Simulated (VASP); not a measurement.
# Zn in VASP: further runs

Runs on Zn. Level: PBEsol. Tasks: single point.

All numbers are computed with VASP 6.6.1; they aren't measurements. Logs are shortened: lines on timing, memory, paths and dates and some standing lists are left out, and cuts for length are marked.

### Step 1. The cell of the first run

The cell holds a slab with vacuum, 2 atoms: a = 2.590 Å, b = 4.916 Å, c = 16.748 Å, α = 90.00°, β = 90.00°, γ = 90.00°.

### Step 2. Single point, PBEsol

File INCAR:

```
SYSTEM = Zn
PREC = Accurate
ENCUT = 520
EDIFF = 1E-6
ISMEAR = -1
SIGMA = 0.05
LREAL = .FALSE.
LASPH = .TRUE.
NELM = 80
ALGO = Normal
ISIF = 2
LWAVE = .FALSE.
LCHARG = .FALSE.
LDIPOL = .TRUE.
IDIPOL = 3
DIPOL = 0.5 0.5 0.500
GGA = PS
NBANDS = 19
```

File KPOINTS:

```
Automatic mesh
0
G
  16 8 1
  0 0 0
```

File POSCAR:

```
Zn
1.0
    2.5897394499      0.0000000000      0.0000000000
    0.0000000000      4.9158390205      0.0000000000
    0.0000000000      0.0000000000     16.7476000000
Zn
2
Direct
    0.7500000000      0.7500000000      0.4997211770
    0.2500000000      0.2500000000      0.5002788230
```

Potentials or basis: VASP PAW PBE potentials, release 64 (Zn).

The run is started by

```sh
> cat potpaw_PBE.64/Zn/POTCAR > POTCAR
> mpirun -np 1 vasp_std > vasp.out
```

OUTCAR:

```text
SYSTEM = Zn
   PREC = Accurate
   ENCUT = 520
   EDIFF = 1E-6
   ISMEAR = -1
   LREAL = .FALSE.
   LASPH = .TRUE.
   NELM = 80
   ISIF = 2
   GGA = PS

 ion  position               nearest neighbor table
   1  0.750  0.750  0.500-   2 2.78   2 2.78   2 2.78   2 2.78
   2  0.250  0.250  0.500-   1 2.78   1 2.78   1 2.78   1 2.78

  LATTYP: Found a simple orthorhombic cell.
 ALAT       =     2.5897394499
 B/A-ratio  =     1.8981982997
 C/A-ratio  =     6.4669053872

  Lattice vectors:

 A1 = (   2.5897394499,   0.0000000000,   0.0000000000)
 A2 = (   0.0000000000,   4.9158390205,   0.0000000000)
 A3 = (   0.0000000000,   0.0000000000,  16.7476000000)

Analysis of symmetry for initial positions (statically):
=====================================================================
 Subroutine PRICEL returns:
 Original cell was already a primitive cell.

 Routine SETGRP: Setting up the symmetry group for a
 simple orthorhombic supercell.

 Subroutine GETGRP returns: Found  8 space group operations
 (whereof  2 operations were pure point group operations)
 out of a pool of  8 trial point group operations.

The static configuration has the point symmetry S_2 .
 The point group associated with its full space group is D_2h.

Analysis of symmetry for dynamics (positions and initial velocities):
=====================================================================
 Subroutine PRICEL returns:
 Original cell was already a primitive cell.

 Routine SETGRP: Setting up the symmetry group for a
 simple orthorhombic supercell.

 Subroutine GETGRP returns: Found  8 space group operations
 (whereof  2 operations were pure point group operations)
 out of a pool of  8 trial point group operations.

The dynamic configuration has the point symmetry S_2 .
 The point group associated with its full space group is D_2h.

 Subroutine INISYM returns: Found  8 space group operations
 (whereof  2 operations are pure point group operations),
 and found     1 'primitive' translations

----------------------------------------------------------------------------------------

                                     Primitive cell

  volume of cell :     213.2094

  direct lattice vectors                    reciprocal lattice vectors
     2.589739450  0.000000000  0.000000000     0.386139231  0.000000000  0.000000000
     0.000000000  4.915839020  0.000000000     0.000000000  0.203424074  0.000000000
[... 90 lines left out ...]
   NFREE  =      0    steps in history (QN), initial steepest desc. (CG)
   ISIF   =      2    stress and relaxation
   ISYM   =      2    0-nonsym 1-usesym 2-fastsym
   POTIM  = 0.5000    time-step for ionic-motion
   TEBEG  =    0.0;   TEEND  =   0.0 temperature during run
   PSTRESS=    0.0 pullay stress
   NELECT =      24.0000    total number of electrons
   NUPDOWN=      -1.0000    fix difference up-down
   EMIN   =  10.00;   EMAX   =-10.00  energy-range for DOS
   EFERMI =   0.00;   METHOD = LEGACY
   ISMEAR =    -1;   SIGMA  =   0.05  broadening in eV -4-tet -1-fermi 0-gaus
   EFERMI_NEDOS =   21; number of points for ismear=-14 and -15
   IALGO  =     38    algorithm
   IMIX   =      4    mixing-type and parameters
     AMIX     =   0.40;   BMIX     =  1.00
     AMIX_MAG =   1.60;   BMIX_MAG =  1.00
  volume/ion in A,a.u.               =     106.60       719.40
  Fermi-wavevector in a.u.,A,eV,Ry     =   0.790454  1.493741  8.501154  0.624817
  Thomas-Fermi vector in A             =   1.895798
   LORBIT       =      0    0 simple, 1 ext, 2 COOP (PROOUT), +10 PAW based schemes
   GGA     = PS    functional components
   LHFCALC =     F    Hartree Fock is set to
   AEXX    =    0.0000 exact exchange contribution
   IVDW    =     0    specifies the selected vdW correction
   LEPSILON=     F    determine dielectric tensor
   LRPA    =     F    only Hartree local field effects (RPA)
 non-spin polarized calculation
  energy-cutoff  :      520.00
  volume of cell :      213.21
 maximum number of plane-waves:      5784
 NGX is ok and might be reduce to    20
   NGX =  9   NGY = 19   NGZ = 63

 dipolmoment           0.000000      0.000000      0.000000 electrons x Angstroem

 number of electron      24.0000005 magnetization

 dipolmoment           0.000000      0.000000     -0.000000 electrons x Angstroem

 Free energy of the ion-electron system (eV)
  ---------------------------------------------------
  ext. energy  EPLUGINS =         0.00000000
  ---------------------------------------------------
  free energy    TOTEN  =        -1.99317976 eV

  energy without entropy =       -1.98776714  energy(sigma->0) =       -1.99047345

 E-fermi :  -2.9803     XC(G=0):  -2.7047

 val. band max:       -3.1474703995   @ k =   0.0625   0.0000   0.0000
 cond. band min:      -2.9567430798   @ k =   0.1250   0.0000   0.0000
 fundamental gap:      0.1907273198
 Fermi energy:        -2.9802897090

 k-point     1 :       0.0000    0.0000    0.0000
  band No.  band energies     occupation
      1     -11.2839      2.00000
      2     -10.9548      2.00000
      3     -10.4500      2.00000
      4     -10.4380      2.00000
      5     -10.1013      2.00000
      6      -9.9889      2.00000
[... 505 lines left out ...]
      6     -10.1420      2.00000
[... 11 lines left out ...]
     18       3.7429      0.00000
     19       3.9236      0.00000

 [... further k-points ...]

------------------------ aborting loop because EDIFF is reached ----------------------------------------

 vacuum level on the upper side and lower side of the slab       (xc-potential included)        -0.173        -0.173

  FORCE on cell =-STRESS in cart. coord.  units (eV):
  Direction    XX          YY          ZZ          XY          YZ          ZX
  --------------------------------------------------------------------------------------
  -------------------------------------------------------------------------------------
  Total       -2.6102746     -3.3521939      0.0011030      0.0000000      0.0000000      0.0000000
  in kB      -19.6150980    -25.1903040      0.0082885      0.0000000      0.0000000      0.0000000
  external PRESSURE =     -14.9323712 kB  Pullay stress =       0.0000000 kB

 VOLUME and BASIS-vectors are now :
 -----------------------------------------------------------------------------
  energy-cutoff  :      520.00
  volume of cell :      213.21
      direct lattice vectors                 reciprocal lattice vectors
     2.589739450  0.000000000  0.000000000     0.386139231  0.000000000  0.000000000
     0.000000000  4.915839020  0.000000000     0.000000000  0.203424074  0.000000000
     0.000000000  0.000000000 16.747600000     0.000000000  0.000000000  0.059710048

 POSITION                                       TOTAL-FORCE (eV/Angst)
 -----------------------------------------------------------------------------------
      1.94230      3.68688      8.36913         0.000000      0.000000      0.006028
      0.64743      1.22896      8.37847         0.000000     -0.000000     -0.006028
 -----------------------------------------------------------------------------------
    total drift:                               -0.000000     -0.000000      0.000000

  FREE ENERGIE OF THE ION-ELECTRON SYSTEM (eV)
  ---------------------------------------------------
  free  energy   TOTEN  =        -1.9931797563 eV

  energy  without entropy=       -1.9877671383  energy(sigma->0) =       -1.99047345

 vacuum level on the upper side and lower side of the slab         0.940         0.940
```

stdout:

```text
POSCAR found type information on POSCAR Zn
 POSCAR found :  1 types and       2 ions
 scaLAPACK will be used
 -----------------------------------------------------------------------------
|                                                                             |
|                                                                             |
|     You enforced a specific xc type in the INCAR file but a different       |
|     I HOPE YOU KNOW WHAT YOU ARE DOING!                                     |
|                                                                             |
 -----------------------------------------------------------------------------

 LDA part: xc-table for (Slater+PW92), standard interpolation
 POSCAR, INCAR and KPOINTS ok, starting setup
 FFT: planning ... GRIDC
 FFT: planning ... GRID_SOFT
 FFT: planning ... GRID
 WAVECAR not read
 entering main loop
```

It took 3.9 min on 1 thread of Intel Xeon 6975P-C, shared host; peak memory 0.39 GiB.

What came out:

```
Free energy            : -1.9932 eV
Largest force          : 0.006 eV/Å
Band gap on the k mesh : zero (band 12 reaches -1.14 eV, above the bottom of band 13 at -3.75 eV)
```

Forces on the atoms (eV/Å):
```
Zn   0.000  0.000  0.006
Zn   0.000  0.000 -0.006
```

Caveat: the PAW data sets were made with another functional, which shifts forces and pressure a little.

### Step 3. Single point, PBEsol

File INCAR:

```
ALGO = Normal
DIPOL = 0.5 0.5 0.500
EDIFF = 1E-6
EFIELD = -0.3
ENCUT = 520
GGA = PS
IDIPOL = 3
ISIF = 2
ISMEAR = -1
LASPH = T
LCHARG = T
LDIPOL = T
LELF = T
LREAL = F
LVACPOTAV = T
LVHAR = T
LWAVE = F
NBANDS = 19
NELM = 60
PREC = Accurate
SIGMA = 0.05
```

File KPOINTS:

```
k-points
0
Gamma
  16 8 1
```

POSCAR is that of step 2.

Potentials or basis: VASP PAW PBE potentials, release 64 (Zn).

The run is started by

```sh
> cat potpaw_PBE.64/Zn/POTCAR > POTCAR
> mpirun -np 1 vasp_std > vasp.out
```

Wall time 4.1 min (1 thread of Intel Xeon 6975P-C, shared host); peak memory 0.39 GiB.

Results (log left out):

- Free energy: -2.0039 eV
- Largest force: 0.006 eV/Å
- Band gap on the k mesh: zero (band 12 reaches -1.15 eV, above the bottom of band 13 at -3.77 eV)

Forces on the atoms (eV/Å):
```
Zn   0.000  0.000  0.006
Zn   0.000  0.000 -0.006
```

Levels at points of the mesh, in eV from the Fermi level:
```tsv
k point	band 8	band 9	band 10	band 11	band 12	band 13	band 14	band 15	band 16	band 17
(0.00, 0.00, 0.00)	-6.93	-6.87	-6.64	-6.57	-1.02	-0.78	-0.23	2.75	3.85	4.61
(0.50, 0.00, 0.00)	-7.11	-6.81	-6.81	-1.31	-1.31	4.84	4.84	5.12	5.13	5.64
(0.00, 0.50, 0.00)	-6.90	-6.88	-6.88	-5.49	-5.49	0.97	0.97	4.30	4.30	5.36
(0.50, 0.50, 0.00)	-6.98	-6.59	-6.59	-0.44	-0.44	1.13	1.14	5.85	5.85	7.91
```

Caveat: the PAW data sets were made with another functional, which shifts forces and pressure a little.
